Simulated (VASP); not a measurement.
# Hf4C (P6/mmm) in VASP: relaxation of cell and atoms with PBE

Aim: the relaxation of cell and atoms of Hf4C with PBE.

Everything below comes from runs of VASP 6.6.1. Logs are shortened: lines on timing, memory, paths and dates and some standing lists are left out, and cuts for length are marked.

**1. The cell of the first run**

Symmetry: P6/mmm, No. 191, hexagonal system. Conventional cell: a = 6.022 Å, b = 6.022 Å, c = 4.099 Å, α = 90.00°, β = 90.00°, γ = 120.00°. Hf (site symmetry mmm) has 8 Hf at 3.01 to 4.10 Å and 4 C at 3.64 Å within 4.1 Å. Within 2.7 Å of Hf (site symmetry 6/mmm) lie 2 C at 2.05 Å. C (site symmetry 6/mmm) has 2 Hf at 2.05 Å within 2.7 Å.

The cell was generated, and may not be a known phase.

**2. Relaxation of cell and atoms, PBE**

Input file INCAR:

```
SYSTEM = Hf4C
PREC = Accurate ; ENCUT = 600
EDIFF = 1E-6 ; ISMEAR = 0
SIGMA = 0.1 ; LREAL = .False.
LASPH = .True. ; NELM = 60
ALGO = Normal ; ISIF = 3
LWAVE = .False. ; LCHARG = .False.
GGA = PE ; IBRION = 2
NSW = 100 ; EDIFFG = -0.01
```

Input file KPOINTS:

```
regular mesh
0
Gamma
  6 6 10
  0 0 0
```

Input file POSCAR:

```
Hf4C
1.0
    6.0216656962      0.0000000000      0.0000000000
   -3.0108328481      5.2149154660      0.0000000000
    0.0000000000      0.0000000000      4.0986073592
Hf C
4 1
Direct
    0.5000000000      0.0000000000      0.0000000000
    0.0000000000      0.5000000000      0.0000000000
    0.5000000000      0.5000000000      0.0000000000
    0.0000000000      0.0000000000      0.0000000000
    0.0000000000      0.0000000000      0.5000000000
```

Potentials or basis: VASP PAW PBE potentials, release 64 (Hf_pv, C).

The run is started by

```sh
$ cat potpaw_PBE.64/Hf_pv/POTCAR potpaw_PBE.64/C/POTCAR > POTCAR
$ mpirun -np 1 vasp_std > vasp.out
```

OUTCAR:

```text
SYSTEM = Hf4C
   PREC = Accurate
   ENCUT = 600
   EDIFF = 1E-6
   ISMEAR = 0
   LREAL = .False.
   LASPH = .True.
   NELM = 60
   ISIF = 3
   GGA = PE
   IBRION = 2
   NSW = 100
   EDIFFG = -0.01

 ion  position               nearest neighbor table
   1  0.500  0.000  0.000-   2 3.01   3 3.01   3 3.01   2 3.01   4 3.01   4 3.01
   2  0.000  0.500  0.000-   1 3.01   4 3.01   4 3.01   1 3.01   3 3.01   3 3.01
   3  0.500  0.500  0.000-   1 3.01   4 3.01   1 3.01   4 3.01   2 3.01   2 3.01
   4  0.000  0.000  0.000-   5 2.05   5 2.05   2 3.01   3 3.01   2 3.01   3 3.01   1 3.01   1 3.01

   5  0.000  0.000  0.500-   4 2.05   4 2.05

  LATTYP: Found a hexagonal cell.
 ALAT       =     6.0216656962
 C/A-ratio  =     0.6806434575

  Lattice vectors:

 A1 = (   6.0216656962,   0.0000000000,   0.0000000000)
 A2 = (  -3.0108328481,   5.2149154660,   0.0000000000)
 A3 = (   0.0000000000,   0.0000000000,   4.0986073592)

Analysis of symmetry for initial positions (statically):
=====================================================================
 Subroutine PRICEL returns:
 Original cell was already a primitive cell.

 Routine SETGRP: Setting up the symmetry group for a
 hexagonal supercell.

 Subroutine GETGRP returns: Found 24 space group operations
 (whereof 24 operations were pure point group operations)
 out of a pool of 24 trial point group operations.

The static configuration has the point symmetry D_6h.

Analysis of symmetry for dynamics (positions and initial velocities):
=====================================================================
 Subroutine PRICEL returns:
 Original cell was already a primitive cell.

 Routine SETGRP: Setting up the symmetry group for a
 hexagonal supercell.

 Subroutine GETGRP returns: Found 24 space group operations
 (whereof 24 operations were pure point group operations)
 out of a pool of 24 trial point group operations.

The dynamic configuration has the point symmetry D_6h.

 Subroutine INISYM returns: Found 24 space group operations
 (whereof 24 operations are pure point group operations),
 and found     1 'primitive' translations

----------------------------------------------------------------------------------------

                                     Primitive cell

  volume of cell :     128.7064

  direct lattice vectors                    reciprocal lattice vectors
     6.021665696  0.000000000  0.000000000     0.166067007  0.095878831  0.000000000
    -3.010832848  5.214915466  0.000000000     0.000000000  0.191757663  0.000000000
     0.000000000  0.000000000  4.098607359     0.000000000  0.000000000  0.243985313

  length of vectors
     6.021665696  6.021665696  4.098607359     0.191757663  0.191757663  0.243985313

  position of ions in fractional coordinates (direct lattice)
     0.500000000  0.000000000  0.000000000
     0.000000000  0.500000000  0.000000000
     0.500000000  0.500000000  0.000000000
     0.000000000  0.000000000  0.000000000
     0.000000000  0.000000000  0.500000000

  ion indices of the primitive-cell ions
   primitive index   ion index
                 1           1
                 2           2
                 3           3
                 4           4
                 5           5

----------------------------------------------------------------------------------------

 KPOINTS: regular mesh

Automatic generation of k-mesh.
 Grid dimensions read from file:
 generate k-points for:    6    6   10

 Generating k-lattice:

  Cartesian coordinates                     Fractional coordinates (reciprocal lattice)
     0.027677835  0.015979805  0.000000000     0.166666667  0.000000000  0.000000000
     0.000000000  0.031959610  0.000000000     0.000000000  0.166666667  0.000000000
     0.000000000  0.000000000  0.024398531     0.000000000  0.000000000  0.100000000

  Length of vectors
     0.031959610  0.031959610  0.024398531

  Shift w.r.t. Gamma in fractional coordinates (k-lattice)
     0.000000000  0.000000000  0.000000000

 Subroutine IBZKPT returns following result:
 ===========================================

 Found     42 irreducible k-points:

 Following reciprocal coordinates:
            Coordinates               Weight
  0.000000  0.000000  0.000000      1.000000
  0.166667  0.000000  0.000000      6.000000
  0.333333  0.000000  0.000000      6.000000
  0.500000  0.000000  0.000000      3.000000
  0.166667  0.166667  0.000000      6.000000
  0.333333  0.166667  0.000000     12.000000
[... 16 lines left out ...]
  0.166667  0.000000  0.300000     12.000000
  0.333333  0.000000  0.300000     12.000000
 [... further k-points ...]
   k-points           NKPTS =     42   k-points in BZ     NKDIM =     42   number of bands    NBANDS=     26
   number of dos      NEDOS =    301   number of ions     NIONS =      5
   total plane-waves  NPLWV =  82944
   dimension x,y,z NGX =    48 NGY =   48 NGZ =   36
   dimension x,y,z NGXF=    96 NGYF=   96 NGZF=   72
   ions per type =               4   1
   NGX,Y,Z   is equivalent  to a cutoff of  13.25, 13.25, 14.60 a.u.
   NGXF,Y,Z  is equivalent  to a cutoff of  26.50, 26.50, 29.20 a.u.
 SYSTEM =  Hf4C
   PREC   = accura    normal or accurate (medium, high low for compatibility)
   ISTART =      0    job   : 0-new  1-cont  2-samecut
   ICHARG =      2    charge: 1-file 2-atom 10-const
   ISPIN  =      1    spin polarized calculation?
   LNONCOLLINEAR =      F non collinear calculations
   LSORBIT =      F    spin-orbit coupling
   LASPH  =      T    aspherical Exc in radial PAW
   ENCUT  =  600.0 eV  44.10 Ry    6.64 a.u.  12.03 12.03  8.19*2*pi/ulx,y,z
   NELM   =     60;   NELMIN=  2; NELMDL= -5     # of ELM steps
   EDIFF  = 0.1E-05   stopping-criterion for ELM
   LREAL  =      F    real-space projection
   EDIFFG = -.1E-01   stopping-criterion for IOM
   NSW    =    100    number of steps for IOM
   IBRION =      2    ionic relax: 0-MD 1-quasi-New 2-CG
   NFREE  =      1    steps in history (QN), initial steepest desc. (CG)
   ISIF   =      3    stress and relaxation
   ISYM   =      2    0-nonsym 1-usesym 2-fastsym
   POTIM  = 0.5000    time-step for ionic-motion
   TEBEG  =    0.0;   TEEND  =   0.0 temperature during run
   PSTRESS=    0.0 pullay stress
   NELECT =      44.0000    total number of electrons
   NUPDOWN=      -1.0000    fix difference up-down
   EMIN   =  10.00;   EMAX   =-10.00  energy-range for DOS
   EFERMI =   0.00;   METHOD = LEGACY
   ISMEAR =     0;   SIGMA  =   0.10  broadening in eV -4-tet -1-fermi 0-gaus
   EFERMI_NEDOS =   21; number of points for ismear=-14 and -15
   IALGO  =     38    algorithm
   IMIX   =      4    mixing-type and parameters
     AMIX     =   0.40;   BMIX     =  1.00
     AMIX_MAG =   1.60;   BMIX_MAG =  1.00
  volume/ion in A,a.u.               =      25.74       173.71
  Fermi-wavevector in a.u.,A,eV,Ry     =   1.144702  2.163172 17.828284  1.310342
  Thomas-Fermi vector in A             =   2.281393
   LORBIT       =      0    0 simple, 1 ext, 2 COOP (PROOUT), +10 PAW based schemes
   GGA     = PE    functional components
   LHFCALC =     F    Hartree Fock is set to
   AEXX    =    0.0000 exact exchange contribution
   IVDW    =     0    specifies the selected vdW correction
   LEPSILON=     F    determine dielectric tensor
   LRPA    =     F    only Hartree local field effects (RPA)
 conjugate gradient relaxation of ions
 non-spin polarized calculation
 Gauss-broadening in eV      SIGMA  =   0.10
  energy-cutoff  :      600.00
  volume of cell :      128.71
 maximum number of plane-waves:      4315
   NGX = 25   NGY = 25   NGZ = 17

--------------------------------------- Ionic step        1  -------------------------------------------

 number of electron      43.9999996 magnetization

 Free energy of the ion-electron system (eV)
  ---------------------------------------------------
  ext. energy  EPLUGINS =         0.00000000
  ---------------------------------------------------
  free energy    TOTEN  =       -41.05999528 eV

  energy without entropy =      -41.02330487  energy(sigma->0) =      -41.04165007

------------------------ aborting loop because EDIFF is reached ----------------------------------------

  FORCE on cell =-STRESS in cart. coord.  units (eV):
  Direction    XX          YY          ZZ          XY          YZ          ZX
  --------------------------------------------------------------------------------------
  -------------------------------------------------------------------------------------
  Total       -0.1276496     -0.1276496      0.2732011      0.0000000      0.0000000     -0.0000000
  in kB       -1.5890214     -1.5890214      3.4008921      0.0000000      0.0000000     -0.0000000
  external PRESSURE =       0.0742831 kB  Pullay stress =       0.0000000 kB
[... 63 lines left out ...]
  energy  without entropy=      -41.0238875081  energy(sigma->0) =      -41.04223920

--------------------------------------- Ionic step        3  -------------------------------------------

 number of electron      43.9999996 magnetization

 Free energy of the ion-electron system (eV)
  ---------------------------------------------------
  ext. energy  EPLUGINS =         0.00000000
  ---------------------------------------------------
  free energy    TOTEN  =       -41.06060883 eV

  energy without entropy =      -41.02390007  energy(sigma->0) =      -41.04225445

 E-fermi :   2.8895     XC(G=0):  -9.8353

 val. band max:        2.8755576298   @ k =   0.3333   0.1667   0.2000
 cond. band min:       2.8908347792   @ k =   0.1667   0.1667   0.1000
 fundamental gap:      0.0152771494
 Fermi energy:         2.8894993802

 k-point     1 :       0.0000    0.0000    0.0000
  band No.  band energies     occupation
      1     -28.6223      2.00000
      2     -28.5124      2.00000
      3     -28.5124      2.00000
      4     -28.4965      2.00000
      5     -28.3915      2.00000
      6     -28.3915      2.00000
[... 685 lines left out ...]
     25       3.8474      0.00000
     26       3.8556      0.00000

 [... further k-points ...]

------------------------ aborting loop because EDIFF is reached ----------------------------------------

  FORCE on cell =-STRESS in cart. coord.  units (eV):
  Direction    XX          YY          ZZ          XY          YZ          ZX
  --------------------------------------------------------------------------------------
  -------------------------------------------------------------------------------------
  Total        0.0405262      0.0405262      0.0009753     -0.0000000     -0.0000000      0.0000000
  in kB        0.5043836      0.5043836      0.0121383     -0.0000000     -0.0000000      0.0000000
  external PRESSURE =       0.3403019 kB  Pullay stress =       0.0000000 kB
[... 20 lines left out ...]
  FREE ENERGIE OF THE ION-ELECTRON SYSTEM (eV)
  ---------------------------------------------------
  free  energy   TOTEN  =       -41.0606088346 eV

  energy  without entropy=      -41.0239000656  energy(sigma->0) =      -41.04225445

 reached required accuracy - stopping structural energy minimisation
```

It took 2.9 min on 1 thread of Intel Xeon 6975P-C (Granite Rapids), shared host; peak memory 0.37 GiB.

What came out:

```yaml
Free_energy: -41.0606 eV
Relaxed_volume: 25.75 Å³/atom
Relaxed_cell: a = 6.013 Å, b = 6.013 Å, c = 4.111 Å, α = 90.00°, β = 90.00°, γ = 120.00°
Space_group_after_relaxing_to_0.1_Å: P6/mmm (No. 191)
Energy_gained_by_relaxing: 0.1 meV/atom
Ionic_steps: 3
Pressure_after_relaxing: 0.0 GPa
Band_gap_on_the_k_mesh: zero (bands 22 and 23 overlap by 0.50 eV)
```

Step by step:
```csv
step,energy change (eV),largest force (eV/Å),pressure (GPa),volume (Å³)
1,0.0000,0.0000,0.01,128.71
2,-0.0006,0.0000,0.03,128.73
3,-0.0006,0.0000,0.03,128.73
```

Final structure:
```cif
data_structure
_symmetry_space_group_name_H-M 'P 1'
_symmetry_Int_Tables_number 1
_cell_length_a 6.0130
_cell_length_b 6.0130
_cell_length_c 4.1113
_cell_angle_alpha 90.000
_cell_angle_beta 90.000
_cell_angle_gamma 120.000
_cell_volume 128.73
loop_
_atom_site_label
_atom_site_type_symbol
_atom_site_fract_x
_atom_site_fract_y
_atom_site_fract_z
_atom_site_occupancy
Hf1 Hf 0.50000 0.00000 0.00000 1
Hf2 Hf 0.00000 0.50000 0.00000 1
Hf3 Hf 0.50000 0.50000 0.00000 1
Hf4 Hf 0.00000 0.00000 0.00000 1
C1 C 0.00000 0.00000 0.50000 1
```

Caveat: spin-orbit coupling is left out, which moves the levels of the heavy elements.
